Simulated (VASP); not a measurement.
# Ga (Im-3m) in VASP: relaxation of cell and atoms with PBEsol

Aim: the relaxation of cell and atoms of Ga with PBEsol.

All numbers are computed with VASP 6.6.1; they aren't measurements. Logs are shortened: lines on timing, memory, paths and dates and some standing lists are left out, and cuts for length are marked.

### Step 1. The cell of the first run

It takes space group Im-3m (No. 229, cubic). Conventional cell: a = 3.188 Å, b = 3.188 Å, c = 3.188 Å, α = 90.00°, β = 90.00°, γ = 90.00°. Ga (site symmetry m-3m) has 14 Ga at 2.76 to 3.19 Å within 3.6 Å.

This isn't the form of Ga at room conditions, which is orthorhombic.

### Step 2. Relaxation of cell and atoms, PBEsol, target pressure 8 GPa, at which the enthalpy is minimised

INCAR reads:

```
SYSTEM = Ga
ALGO = Normal
EDIFF = 1E-6
EDIFFG = -0.005
ENCUT = 600
GGA = PS
IBRION = 2
ISIF = 3
ISMEAR = -1
LASPH = .True.
LCHARG = .False.
LREAL = .False.
LWAVE = .False.
NELM = 60
NSW = 32
PREC = Accurate
PSTRESS = 80.0
SIGMA = 0.1
```

KPOINTS reads:

```
k-points
0
Gamma
  17 17 17
  0 0 0
```

POSCAR reads:

```
Ga
1.0
   -1.5942478738      1.5942478738      1.5942478738
    1.5942478738     -1.5942478738      1.5942478738
    1.5942478738      1.5942478738     -1.5942478738
Ga
1
Direct
    0.0000000000      0.0000000000      0.0000000000
```

Potentials or basis: VASP PAW PBE potentials, release 64 (Ga_d).

On the command line:

```bash
cat potpaw_PBE.64/Ga_d/POTCAR > POTCAR
mpirun -np 1 vasp_std > vasp.out
```

OUTCAR:

```text
SYSTEM = Ga
   EDIFF = 1E-6
   EDIFFG = -0.005
   ENCUT = 600
   GGA = PS
   IBRION = 2
   ISIF = 3
   ISMEAR = -1
   LASPH = .True.
   LREAL = .False.
   NELM = 60
   NSW = 32
   PREC = Accurate
   PSTRESS = 80.0

 ion  position               nearest neighbor table
   1  0.000  0.000  0.000-

  LATTYP: Found a body centered cubic cell.
 ALAT       =     3.1884957476

  Lattice vectors:

 A1 = (  -1.5942478738,   1.5942478738,   1.5942478738)
 A2 = (   1.5942478738,  -1.5942478738,   1.5942478738)
 A3 = (   1.5942478738,   1.5942478738,  -1.5942478738)

Analysis of symmetry for initial positions (statically):
=====================================================================
 Subroutine PRICEL returns:
 Original cell was already a primitive cell.

 Routine SETGRP: Setting up the symmetry group for a
 body centered cubic supercell.

 Subroutine GETGRP returns: Found 48 space group operations
 (whereof 48 operations were pure point group operations)
 out of a pool of 48 trial point group operations.

The static configuration has the point symmetry O_h .

Analysis of symmetry for dynamics (positions and initial velocities):
=====================================================================
 Subroutine PRICEL returns:
 Original cell was already a primitive cell.

 Routine SETGRP: Setting up the symmetry group for a
 body centered cubic supercell.

 Subroutine GETGRP returns: Found 48 space group operations
 (whereof 48 operations were pure point group operations)
 out of a pool of 48 trial point group operations.

The dynamic configuration has the point symmetry O_h .

 Subroutine INISYM returns: Found 48 space group operations
 (whereof 48 operations are pure point group operations),
 and found     1 'primitive' translations

----------------------------------------------------------------------------------------

                                     Primitive cell

  volume of cell :      16.2079

  direct lattice vectors                    reciprocal lattice vectors
    -1.594247874  1.594247874  1.594247874     0.000000000  0.313627516  0.313627516
     1.594247874 -1.594247874  1.594247874     0.313627516  0.000000000  0.313627516
     1.594247874  1.594247874 -1.594247874     0.313627516  0.313627516  0.000000000

  length of vectors
     2.761318317  2.761318317  2.761318317     0.443536286  0.443536286  0.443536286

  position of ions in fractional coordinates (direct lattice)
     0.000000000  0.000000000  0.000000000

  ion indices of the primitive-cell ions
   primitive index   ion index
                 1           1

----------------------------------------------------------------------------------------

 KPOINTS: k-points

Automatic generation of k-mesh.
 Grid dimensions read from file:
 generate k-points for:   17   17   17

 Generating k-lattice:

  Cartesian coordinates                     Fractional coordinates (reciprocal lattice)
     0.000000000  0.018448677  0.018448677     0.058823529  0.000000000  0.000000000
     0.018448677  0.000000000  0.018448677     0.000000000  0.058823529  0.000000000
     0.018448677  0.018448677  0.000000000     0.000000000  0.000000000  0.058823529

  Length of vectors
     0.026090370  0.026090370  0.026090370

  Shift w.r.t. Gamma in fractional coordinates (k-lattice)
     0.000000000  0.000000000  0.000000000

 Subroutine IBZKPT returns following result:
 ===========================================

 Found    165 irreducible k-points:

 Following reciprocal coordinates:
            Coordinates               Weight
  0.000000  0.000000  0.000000      1.000000
  0.058824  0.000000  0.000000     12.000000
  0.117647  0.000000  0.000000     12.000000
  0.176471  0.000000  0.000000     12.000000
  0.235294  0.000000  0.000000     12.000000
  0.294118  0.000000  0.000000     12.000000
[... 16 lines left out ...]
  0.411765  0.117647  0.000000     48.000000
  0.176471  0.176471  0.000000     24.000000
 [... further k-points ...]
   k-points           NKPTS =    165   k-points in BZ     NKDIM =    165   number of bands    NBANDS=     10
   number of dos      NEDOS =    301   number of ions     NIONS =      1
   total plane-waves  NPLWV =  13824
   dimension x,y,z NGX =    24 NGY =   24 NGZ =   24
   dimension x,y,z NGXF=    48 NGYF=   48 NGZF=   48
   ions per type =               1
   NGX,Y,Z   is equivalent  to a cutoff of  14.45, 14.45, 14.45 a.u.
   NGXF,Y,Z  is equivalent  to a cutoff of  28.90, 28.90, 28.90 a.u.
 SYSTEM =  Ga
   PREC   = accura    normal or accurate (medium, high low for compatibility)
   ISTART =      0    job   : 0-new  1-cont  2-samecut
   ICHARG =      2    charge: 1-file 2-atom 10-const
   ISPIN  =      1    spin polarized calculation?
   LNONCOLLINEAR =      F non collinear calculations
   LSORBIT =      F    spin-orbit coupling
   LASPH  =      T    aspherical Exc in radial PAW
   ENCUT  =  600.0 eV  44.10 Ry    6.64 a.u.   5.52  5.52  5.52*2*pi/ulx,y,z
   NELM   =     60;   NELMIN=  2; NELMDL= -5     # of ELM steps
   EDIFF  = 0.1E-05   stopping-criterion for ELM
   LREAL  =      F    real-space projection
   EDIFFG = -.5E-02   stopping-criterion for IOM
   NSW    =     32    number of steps for IOM
   IBRION =      2    ionic relax: 0-MD 1-quasi-New 2-CG
   NFREE  =      1    steps in history (QN), initial steepest desc. (CG)
   ISIF   =      3    stress and relaxation
   ISYM   =      2    0-nonsym 1-usesym 2-fastsym
   POTIM  = 0.5000    time-step for ionic-motion
   TEBEG  =    0.0;   TEEND  =   0.0 temperature during run
   PSTRESS=   80.0 pullay stress
   NELECT =      13.0000    total number of electrons
   NUPDOWN=      -1.0000    fix difference up-down
   EMIN   =  10.00;   EMAX   =-10.00  energy-range for DOS
   EFERMI =   0.00;   METHOD = LEGACY
   ISMEAR =    -1;   SIGMA  =   0.10  broadening in eV -4-tet -1-fermi 0-gaus
   EFERMI_NEDOS =   21; number of points for ismear=-14 and -15
   IALGO  =     38    algorithm
   IMIX   =      4    mixing-type and parameters
     AMIX     =   0.40;   BMIX     =  1.00
     AMIX_MAG =   1.60;   BMIX_MAG =  1.00
  volume/ion in A,a.u.               =      16.21       109.38
  Fermi-wavevector in a.u.,A,eV,Ry     =   1.521061  2.874389 31.478821  2.313628
  Thomas-Fermi vector in A             =   2.629828
   LORBIT       =      0    0 simple, 1 ext, 2 COOP (PROOUT), +10 PAW based schemes
   GGA     = PS    functional components
   LHFCALC =     F    Hartree Fock is set to
   AEXX    =    0.0000 exact exchange contribution
   IVDW    =     0    specifies the selected vdW correction
   LEPSILON=     F    determine dielectric tensor
   LRPA    =     F    only Hartree local field effects (RPA)
 conjugate gradient relaxation of ions
 non-spin polarized calculation
  energy-cutoff  :      600.00
  volume of cell :       16.21
 maximum number of plane-waves:       559
 NGX is ok and might be reduce to    24
   NGX = 11   NGY = 11   NGZ = 11

 number of electron      12.9999999 magnetization

 Free energy of the ion-electron system (eV)
  ---------------------------------------------------
  ext. energy  EPLUGINS =         0.00000000
  ---------------------------------------------------
  free energy    TOTEN  =        -3.27772080 eV

  energy without entropy =       -3.26401916  energy(sigma->0) =       -3.27086998

 E-fermi :   6.9538     XC(G=0): -11.9364

 val. band max:        6.9432961835   @ k =  -0.4706   0.4706   0.3529
 cond. band min:       6.9596595365   @ k =  -0.4118  -0.4706   0.2941
 fundamental gap:      0.0163633530
 Fermi energy:         6.9537664480

 k-point     1 :       0.0000    0.0000    0.0000
  band No.  band energies     occupation
      1      -8.1253      2.00000
      2      -8.1253      2.00000
      3      -8.1253      2.00000
      4      -7.8558      2.00000
      5      -7.8558      2.00000
      6      -5.3729      2.00000
      7      21.4524      0.00000
      8      21.4524      0.00000
      9      21.4524      0.00000
     10      25.6385      0.00000

 k-point     2 :       0.0588    0.0000    0.0000
  band No.  band energies     occupation
      1      -8.1297      2.00000
      2      -8.1227      2.00000
      3      -8.1112      2.00000
      4      -7.8602      2.00000
      5      -7.8557      2.00000
      6      -5.2678      2.00000
      7      20.3358      0.00000
      8      20.8321      0.00000
      9      21.2182      0.00000
     10      24.0324      0.00000

 k-point     3 :       0.1176    0.0000    0.0000
  band No.  band energies     occupation
      1      -8.1422      2.00000
      2      -8.1181      2.00000
      3      -8.0705      2.00000
      4      -7.8720      2.00000
      5      -7.8555      2.00000
      6      -4.9501      2.00000
      7      17.8792      0.00000
      8      19.6264      0.00000
      9      20.5665      0.00000
     10      22.9561      0.00000

 k-point     4 :       0.1765    0.0000    0.0000
  band No.  band energies     occupation
      1      -8.1612      2.00000
      2      -8.1193      2.00000
      3      -8.0081      2.00000
      4      -7.8858      2.00000
      5      -7.8550      2.00000
      6      -4.4152      2.00000
      7      15.1507      0.00000
      8      18.3869      0.00000
      9      19.7026      0.00000
     10      21.8851      0.00000

 k-point     5 :       0.2353    0.0000    0.0000
  band No.  band energies     occupation
      1      -8.1840      2.00000
      2      -8.1344      2.00000
      3      -7.9317      2.00000
      4      -7.8937      2.00000
      5      -7.8543      2.00000
      6      -3.6602      2.00000
      7      12.4720      0.00000
      8      17.2722      0.00000
      9      18.8374      0.00000
     10      21.0013      0.00000

 k-point     6 :       0.2941    0.0000    0.0000
  band No.  band energies     occupation
      1      -8.2077      2.00000
      2      -8.1639      2.00000
      3      -7.8920      2.00000
      4      -7.8533      2.00000
      5      -7.8511      2.00000
      6      -2.6857      2.00000
      7       9.9276      0.00000
      8      16.3391      0.00000
      9      18.0831      0.00000
     10      20.3014      0.00000
[... 183 lines left out ...]
 k-point    21 :       0.2941    0.1176    0.0000
  band No.  band energies     occupation
      1      -8.2179      2.00000
      2      -8.1671      2.00000
      3      -7.8929      2.00000
      4      -7.8668      2.00000
      5      -7.7939      2.00000
      6      -1.1679      2.00000
      7       7.8372      0.00029
      8      12.9666      0.00000
      9      16.2438      0.00000
     10      21.1859      0.00000

 k-point    22 :       0.3529    0.1176    0.0000
  band No.  band energies     occupation
      1      -8.2333      2.00000
      2      -8.1897      2.00000
      3      -7.8825      2.00000
      4      -7.8658      2.00000
      5      -7.7495      2.00000
      6       0.2334      2.00000
      7       5.6526      2.00000
      8      12.5206      0.00000
      9      15.8344      0.00000
     10      20.8650      0.00000

 k-point    23 :       0.4118    0.1176    0.0000
  band No.  band energies     occupation
      1      -8.2421      2.00000
      2      -8.2026      2.00000
      3      -7.8740      2.00000
      4      -7.8678      2.00000
      5      -7.7244      2.00000
      6       1.8388      2.00000
      7       3.6538      2.00000
      8      12.2962      0.00000
      9      15.6275      0.00000
     10      20.7040      0.00000

 k-point    24 :       0.1765    0.1765    0.0000
  band No.  band energies     occupation
      1      -8.1913      2.00000
      2      -8.1244      2.00000
      3      -7.9061      2.00000
      4      -7.9010      2.00000
      5      -7.8428      2.00000
      6      -2.4663      2.00000
      7      11.3814      0.00000
      8      12.3332      0.00000
      9      16.7990      0.00000
     10      22.9836      0.00000

 [... further k-points ...]

------------------------ aborting loop because EDIFF is reached ----------------------------------------

  FORCE on cell =-STRESS in cart. coord.  units (eV):
  Direction    XX          YY          ZZ          XY          YZ          ZX
  --------------------------------------------------------------------------------------
  -------------------------------------------------------------------------------------
  Total        0.8087638      0.8087638      0.8087638      0.0000000     -0.0000000      0.0000000
  in kB       79.9474740     79.9474740     79.9474740      0.0000000     -0.0000000      0.0000000
  external PRESSURE =      -0.0525260 kB  Pullay stress =      80.0000000 kB

 VOLUME and BASIS-vectors are now :
 -----------------------------------------------------------------------------
  energy-cutoff  :      600.00
  volume of cell :       16.21
      direct lattice vectors                 reciprocal lattice vectors
    -1.594247874  1.594247874  1.594247874     0.000000000  0.313627516  0.313627516
     1.594247874 -1.594247874  1.594247874     0.313627516  0.000000000  0.313627516
     1.594247874  1.594247874 -1.594247874     0.313627516  0.313627516  0.000000000

 POSITION                                       TOTAL-FORCE (eV/Angst)
 -----------------------------------------------------------------------------------
      0.00000      0.00000      0.00000        -0.000000      0.000000     -0.000000
 -----------------------------------------------------------------------------------
    total drift:                                0.000000      0.000000      0.000000

  FREE ENERGIE OF THE ION-ELECTRON SYSTEM (eV)
  ---------------------------------------------------
  free  energy   TOTEN  =        -3.2777207981 eV

  energy  without entropy=       -3.2640191597  energy(sigma->0) =       -3.27086998

  enthalpy is  TOTEN    =        -2.4684256526 eV   P V=        0.8092951454

 reached required accuracy - stopping structural energy minimisation
```

It took 8.5 s on 1 thread of Intel Xeon 6975P-C (Granite Rapids), shared host; peak memory 0.16 GiB.

Results:

```
Free energy             : -3.2777 eV
Pressure after relaxing : 8.0 GPa
Band gap on the k mesh  : zero (an odd number of electrons rules out a gap without spin polarisation)
```

Final structure:
```
CELL_PARAMETERS angstrom
-1.59425 1.59425 1.59425
1.59425 -1.59425 1.59425
1.59425 1.59425 -1.59425
ATOMIC_POSITIONS crystal
Ga 0.00000 0.00000 0.00000
```

Caveat: the relaxation stopped at its first step, so nothing moved; the cell is relaxed towards a set pressure, so the run minimises the enthalpy, not the energy; the PAW data sets were made with another functional, which shifts forces and pressure a little.
